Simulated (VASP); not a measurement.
# Si16Ge (a cell with a defect) in VASP: relaxation of the atoms with PBE+D3(BJ)

Aim: the relaxation of the atoms of Si16Ge (a cell with a defect) with PBE+D3(BJ).

Program: VASP 6.6.1. These are calculated values, not measurements. Logs are shortened: lines on timing, memory, paths and dates and some standing lists are left out, and cuts for length are marked.

### 1 The cell of the first run

The cell holds a defect, 17 atoms: a = 7.679 Å, b = 7.679 Å, c = 7.679 Å, α = 60.00°, β = 60.00°, γ = 60.00°.

### 2 Relaxation of the atoms, PBE+D3(BJ)

INCAR

```
ALGO     = Normal         # electronic algorithm
EDIFF    = 1E-6           # SCF threshold, eV
EDIFFG   = -0.03          # ionic threshold
ENCUT    = 520            # plane-wave cutoff, eV
GGA      = PE             # functional
IBRION   = 2              # ionic algorithm
ISIF     = 2              # what is computed and relaxed
ISMEAR   = 0              # smearing method
IVDW     = 12             # dispersion correction
LASPH    = T              # aspherical terms in the spheres
LCHARG   = F              # write CHGCAR
LREAL    = Auto         
LWAVE    = F              # write WAVECAR
NELM     = 100            # most SCF steps
NSW      = 80             # ionic steps
PREC     = Accurate       # precision mode
SIGMA    = 0.05           # smearing width, eV
```

KPOINTS

```
k-points
0
Gamma
  2 2 2
```

POSCAR

```
Si16Ge
1.0
    0.0000000000      5.4300000000      5.4300000000
    5.4300000000      0.0000000000      5.4300000000
    5.4300000000      5.4300000000      0.0000000000
Si Ge
16 1
Direct
    0.0000000000      0.0000000000      0.0000000000
    0.1250000000      0.1250000000      0.1250000000
    0.0000000000      0.0000000000      0.5000000000
    0.1250000000      0.1250000000      0.6250000000
    0.0000000000      0.5000000000      0.0000000000
    0.1250000000      0.6250000000      0.1250000000
    0.0000000000      0.5000000000      0.5000000000
    0.1250000000      0.6250000000      0.6250000000
    0.5000000000      0.0000000000      0.0000000000
    0.6250000000      0.1250000000      0.1250000000
    0.5000000000      0.0000000000      0.5000000000
    0.6250000000      0.1250000000      0.6250000000
    0.5000000000      0.5000000000      0.0000000000
    0.6250000000      0.6250000000      0.1250000000
    0.5000000000      0.5000000000      0.5000000000
    0.6250000000      0.6250000000      0.6250000000
    0.7527170600      0.7489373700      0.7535446500
```

Potentials or basis: VASP PAW PBE potentials, release 64 (Si, Ge_d).

Command:

```console
$ cat potpaw_PBE.64/Si/POTCAR potpaw_PBE.64/Ge_d/POTCAR > POTCAR
$ mpirun -np 1 vasp_std > vasp.out
```

OUTCAR:

```text
EDIFF = 1E-6
   EDIFFG = -0.03
   ENCUT = 520
   GGA = PE
   IBRION = 2
   ISIF = 2
   ISMEAR = 0
   IVDW = 12
   LASPH = T
   LREAL = Auto
   NELM = 100
   NSW = 80
   PREC = Accurate
 IVDW          = 12

 ion  position               nearest neighbor table
   1  0.000  0.000  0.000-   2 2.35   4 2.35   6 2.35  10 2.35
   2  0.125  0.125  0.125-   1 2.35   3 2.35   5 2.35   9 2.35
   3  0.000  0.000  0.500-   2 2.35   4 2.35   8 2.35  12 2.35  17 2.71
   4  0.125  0.125  0.625-   1 2.35   3 2.35   7 2.35  11 2.35
   5  0.000  0.500  0.000-   2 2.35   6 2.35   8 2.35  14 2.35  17 2.68
   6  0.125  0.625  0.125-   1 2.35   5 2.35   7 2.35  13 2.35
   7  0.000  0.500  0.500-   4 2.35   6 2.35   8 2.35  16 2.35  17 2.73
   8  0.125  0.625  0.625-  17 2.33   5 2.35   7 2.35  15 2.35   3 2.35
   9  0.500  0.000  0.000-   2 2.35  10 2.35  12 2.35  14 2.35  17 2.70
  10  0.625  0.125  0.125-   1 2.35   9 2.35  11 2.35  13 2.35
  11  0.500  0.000  0.500-   4 2.35  10 2.35  12 2.35  16 2.35  17 2.75
  12  0.625  0.125  0.625-   3 2.35   9 2.35  11 2.35  15 2.35  17 2.36
  13  0.500  0.500  0.000-   6 2.35  10 2.35  14 2.35  16 2.35  17 2.72
  14  0.625  0.625  0.125-  17 2.33   9 2.35  13 2.35  15 2.35   5 2.35
  15  0.500  0.500  0.500-   8 2.35  12 2.35  14 2.35  16 2.35
  16  0.625  0.625  0.625-   7 2.35  11 2.35  13 2.35  15 2.35  17 2.38
  17  0.753  0.749  0.754-  14 2.33   8 2.33  12 2.36  16 2.38   5 2.68   9 2.70   3 2.71  13 2.72
                             7 2.73  11 2.75

  LATTYP: Found a face centered cubic cell.
 ALAT       =    10.8600000000

  Lattice vectors:

 A1 = (   0.0000000000,   5.4300000000,   5.4300000000)
 A2 = (   5.4300000000,   0.0000000000,   5.4300000000)
 A3 = (   5.4300000000,   5.4300000000,   0.0000000000)

Analysis of symmetry for initial positions (statically):
=====================================================================
 Subroutine PRICEL returns:
 Original cell was already a primitive cell.

 Routine SETGRP: Setting up the symmetry group for a
 face centered cubic supercell.

 Subroutine GETGRP returns: Found  1 space group operations
 (whereof  1 operations were pure point group operations)
 out of a pool of 48 trial point group operations.

The static configuration has the point symmetry C_1 .

Analysis of symmetry for dynamics (positions and initial velocities):
=====================================================================
 Subroutine PRICEL returns:
 Original cell was already a primitive cell.

 Routine SETGRP: Setting up the symmetry group for a
 face centered cubic supercell.

 Subroutine GETGRP returns: Found  1 space group operations
 (whereof  1 operations were pure point group operations)
 out of a pool of 48 trial point group operations.

The dynamic configuration has the point symmetry C_1 .

 Subroutine INISYM returns: Found  1 space group operations
 (whereof  1 operations are pure point group operations),
 and found     1 'primitive' translations

----------------------------------------------------------------------------------------

                                     Primitive cell

  volume of cell :     320.2060

  direct lattice vectors                    reciprocal lattice vectors
     0.000000000  5.430000000  5.430000000    -0.092081031  0.092081031  0.092081031
     5.430000000  0.000000000  5.430000000     0.092081031 -0.092081031  0.092081031
     5.430000000  5.430000000  0.000000000     0.092081031  0.092081031 -0.092081031

  length of vectors
     7.679179644  7.679179644  7.679179644     0.159489025  0.159489025  0.159489025

  position of ions in fractional coordinates (direct lattice)
     0.000000000  0.000000000  0.000000000
     0.125000000  0.125000000  0.125000000
     0.000000000  0.000000000  0.500000000
     0.125000000  0.125000000  0.625000000
     0.000000000  0.500000000  0.000000000
     0.125000000  0.625000000  0.125000000
[... 9 lines left out ...]
     0.625000000  0.625000000  0.625000000
     0.752717060  0.748937370  0.753544650

  ion indices of the primitive-cell ions
   primitive index   ion index
                 1           1
                 2           2
                 3           3
                 4           4
                 5           5
                 6           6
[... 9 lines left out ...]
                16          16
                17          17

----------------------------------------------------------------------------------------

 KPOINTS: k-points

Automatic generation of k-mesh.
 Grid dimensions read from file:
 generate k-points for:    2    2    2

 Generating k-lattice:

  Cartesian coordinates                     Fractional coordinates (reciprocal lattice)
    -0.046040516  0.046040516  0.046040516     0.500000000  0.000000000  0.000000000
     0.046040516 -0.046040516  0.046040516     0.000000000  0.500000000  0.000000000
     0.046040516  0.046040516 -0.046040516     0.000000000  0.000000000  0.500000000

  Length of vectors
     0.079744512  0.079744512  0.079744512

  Shift w.r.t. Gamma in fractional coordinates (k-lattice)
     0.000000000  0.000000000  0.000000000

 Subroutine IBZKPT returns following result:
 ===========================================

 Found      8 irreducible k-points:

 Following reciprocal coordinates:
            Coordinates               Weight
  0.000000  0.000000  0.000000      1.000000
  0.500000  0.000000  0.000000      1.000000
  0.000000  0.500000  0.000000      1.000000
  0.000000  0.000000  0.500000      1.000000
  0.500000  0.500000  0.500000      1.000000
  0.500000  0.500000  0.000000      1.000000
  0.000000  0.500000  0.500000      1.000000
  0.500000  0.000000  0.500000      1.000000
   k-points           NKPTS =      8   k-points in BZ     NKDIM =      8   number of bands    NBANDS=     48
   number of dos      NEDOS =    301   number of ions     NIONS =     17
   total plane-waves  NPLWV = 216000
   dimension x,y,z NGX =    60 NGY =   60 NGZ =   60
   dimension x,y,z NGXF=   120 NGYF=  120 NGZF=  120
   ions per type =              16   1
   NGX,Y,Z   is equivalent  to a cutoff of  12.99, 12.99, 12.99 a.u.
   NGXF,Y,Z  is equivalent  to a cutoff of  25.98, 25.98, 25.98 a.u.
 SYSTEM =  unknown system
   PREC   = accura    normal or accurate (medium, high low for compatibility)
   ISTART =      0    job   : 0-new  1-cont  2-samecut
   ICHARG =      2    charge: 1-file 2-atom 10-const
   ISPIN  =      1    spin polarized calculation?
   LNONCOLLINEAR =      F non collinear calculations
   LSORBIT =      F    spin-orbit coupling
   LASPH  =      T    aspherical Exc in radial PAW
   ENCUT  =  520.0 eV  38.22 Ry    6.18 a.u.  14.28 14.28 14.28*2*pi/ulx,y,z
   NELM   =    100;   NELMIN=  2; NELMDL= -5     # of ELM steps
   EDIFF  = 0.1E-05   stopping-criterion for ELM
   LREAL  =      T    real-space projection
   EDIFFG = -.3E-01   stopping-criterion for IOM
   NSW    =     80    number of steps for IOM
   IBRION =      2    ionic relax: 0-MD 1-quasi-New 2-CG
   NFREE  =      1    steps in history (QN), initial steepest desc. (CG)
   ISIF   =      2    stress and relaxation
   ISYM   =      2    0-nonsym 1-usesym 2-fastsym
   POTIM  = 0.5000    time-step for ionic-motion
   TEBEG  =    0.0;   TEEND  =   0.0 temperature during run
   PSTRESS=    0.0 pullay stress
   NELECT =      78.0000    total number of electrons
   NUPDOWN=      -1.0000    fix difference up-down
   EMIN   =  10.00;   EMAX   =-10.00  energy-range for DOS
   EFERMI =   0.00;   METHOD = LEGACY
   ISMEAR =     0;   SIGMA  =   0.05  broadening in eV -4-tet -1-fermi 0-gaus
   EFERMI_NEDOS =   21; number of points for ismear=-14 and -15
   IALGO  =     38    algorithm
   IMIX   =      4    mixing-type and parameters
     AMIX     =   0.40;   BMIX     =  1.00
     AMIX_MAG =   1.60;   BMIX_MAG =  1.00
  volume/ion in A,a.u.               =      18.84       127.11
  Fermi-wavevector in a.u.,A,eV,Ry     =   1.022421  1.932096 14.222785  1.045345
  Thomas-Fermi vector in A             =   2.156100
   LORBIT       =      0    0 simple, 1 ext, 2 COOP (PROOUT), +10 PAW based schemes
   GGA     = PE    functional components
   LHFCALC =     F    Hartree Fock is set to
   AEXX    =    0.0000 exact exchange contribution
   IVDW    =    12    specifies the selected vdW correction
   LEPSILON=     F    determine dielectric tensor
   LRPA    =     F    only Hartree local field effects (RPA)
 conjugate gradient relaxation of ions
 non-spin polarized calculation
 Gauss-broadening in eV      SIGMA  =   0.05
  energy-cutoff  :      520.00
  volume of cell :      320.21
 maximum number of plane-waves:      8646
 NGX is ok and might be reduce to    60
   NGX = 29   NGY = 29   NGZ = 29

--------------------------------------- Ionic step        1  -------------------------------------------

 number of electron      78.0000005 magnetization

 Free energy of the ion-electron system (eV)
  ---------------------------------------------------
  ext. energy  EPLUGINS =         0.00000000
  ---------------------------------------------------
  free energy    TOTEN  =       -86.36159745 eV

  energy without entropy =      -86.35195631  energy(sigma->0) =      -86.35677688

------------------------ aborting loop because EDIFF is reached ----------------------------------------

 Edisp (eV)   -5.66769

 E8    (eV) :    -2.3558

  FORCE on cell =-STRESS in cart. coord.  units (eV):
  Direction    XX          YY          ZZ          XY          YZ          ZX
  --------------------------------------------------------------------------------------
  -------------------------------------------------------------------------------------
  Total       9.52107     9.52706     9.52028    -0.14110    -0.21735    -0.55730
  in kB      47.63944    47.66943    47.63549    -0.70599    -1.08755    -2.78847
  external pressure =       47.65 kB  Pullay stress =        0.00 kB
[... 256 lines left out ...]
  energy  without entropy=      -92.3517433004  energy(sigma->0) =      -92.35706684

--------------------------------------- Ionic step        6  -------------------------------------------

 number of electron      77.9999999 magnetization

 Free energy of the ion-electron system (eV)
  ---------------------------------------------------
  ext. energy  EPLUGINS =         0.00000000
  ---------------------------------------------------
  free energy    TOTEN  =       -86.69687939 eV

  energy without entropy =      -86.68636694  energy(sigma->0) =      -86.69162316

 E-fermi :   6.9405     XC(G=0):  -9.7494

 val. band max:        6.6831207825   @ k =   0.0000   0.0000   0.0000
 cond. band min:       6.9503329512   @ k =   0.0000   0.0000   0.0000
 fundamental gap:      0.2672121687
 Fermi energy:         6.9405080304

 k-point     1 :       0.0000    0.0000    0.0000
  band No.  band energies     occupation
      1     -18.2530      2.00000
      2     -18.2529      2.00000
      3     -18.2528      2.00000
      4     -18.2391      2.00000
      5     -18.2391      2.00000
      6      -6.5242      2.00000
[... 445 lines left out ...]
  FREE ENERGIE OF THE ION-ELECTRON SYSTEM (eV)
  ---------------------------------------------------
  free  energy   TOTEN  =       -92.3633974106 eV

  energy  without entropy=      -92.3528849666  energy(sigma->0) =      -92.35814119

 reached required accuracy - stopping structural energy minimisation
```

Wall time 19 min (1 thread of Oxide Virtual Turin-like, shared host); peak memory 0.54 GiB.

Results:

| Quantity | Value |
| --- | --- |
| Free energy | -92.3634 eV |
| Energy gained by relaxing | 19.7 meV/atom |
| Ionic steps | 6 |
| Pressure after relaxing | 3.7 GPa |
| Largest force after relaxing | 0.021 eV/Å |
| Band gap on the k mesh | zero (bands 39 and 40 overlap by 0.31 eV) |
| Dispersion energy per atom | -0.333 eV |

Forces in eV/Å, atoms in the order of the input:
```
Si   0.000 -0.002  0.000
Si   0.004  0.001  0.004
Si  -0.003  0.002  0.002
Si  -0.001 -0.002 -0.001
Si   0.000  0.001 -0.001
Si  -0.004 -0.001 -0.003
Si  -0.002  0.006  0.008
Si   0.004  0.007  0.001
Si   0.002  0.002 -0.004
Si  -0.001 -0.003 -0.002
Si   0.004 -0.004  0.004
Si   0.006  0.006  0.005
Si   0.009  0.007 -0.003
Si   0.001  0.005  0.004
Si  -0.002 -0.004 -0.001
Si  -0.006 -0.002 -0.007
Ge  -0.008 -0.018 -0.006
```

The path:
```
step  energy change (eV)  largest force (eV/Å)  pressure (GPa)
   1              0.0000                1.7008            4.76
   2             -0.3272                0.1672            3.76
   3             -0.3279                0.1816            3.72
   4             -0.3330                0.0908            3.71
   5             -0.3331                0.1149            3.71
   6             -0.3341                0.0207            3.72
```

Final structure:
```yaml
crystal:
  lattice:
    - [0.00000, 5.43000, 5.43000]
    - [5.43000, 0.00000, 5.43000]
    - [5.43000, 5.43000, 0.00000]
  atoms:
    - { symbol: Si, position: [0.99996, 0.00001, 0.99995] }
    - { symbol: Si, position: [0.12429, 0.12418, 0.12431] }
    - { symbol: Si, position: [0.00455, 0.00443, 0.49553] }
    - { symbol: Si, position: [0.12444, 0.12435, 0.62698] }
    - { symbol: Si, position: [0.00457, 0.49543, 0.00459] }
    - { symbol: Si, position: [0.12437, 0.62711, 0.12439] }
    - { symbol: Si, position: [0.00449, 0.49560, 0.49562] }
    - { symbol: Si, position: [0.13721, 0.62093, 0.62085] }
    - { symbol: Si, position: [0.49551, 0.00443, 0.00458] }
    - { symbol: Si, position: [0.62700, 0.12434, 0.12445] }
    - { symbol: Si, position: [0.49569, 0.00436, 0.49569] }
    - { symbol: Si, position: [0.62119, 0.13632, 0.62118] }
    - { symbol: Si, position: [0.49560, 0.49559, 0.00452] }
    - { symbol: Si, position: [0.62080, 0.62087, 0.13739] }
    - { symbol: Si, position: [0.50064, 0.49974, 0.50083] }
    - { symbol: Si, position: [0.62153, 0.62157, 0.62153] }
    - { symbol: Ge, position: [0.75089, 0.74967, 0.75114] }
```

Caveat: the k points lie up to 0.50 Å⁻¹ apart.

The gap in the log of VASP goes by the Fermi energy; the results here count the filled bands.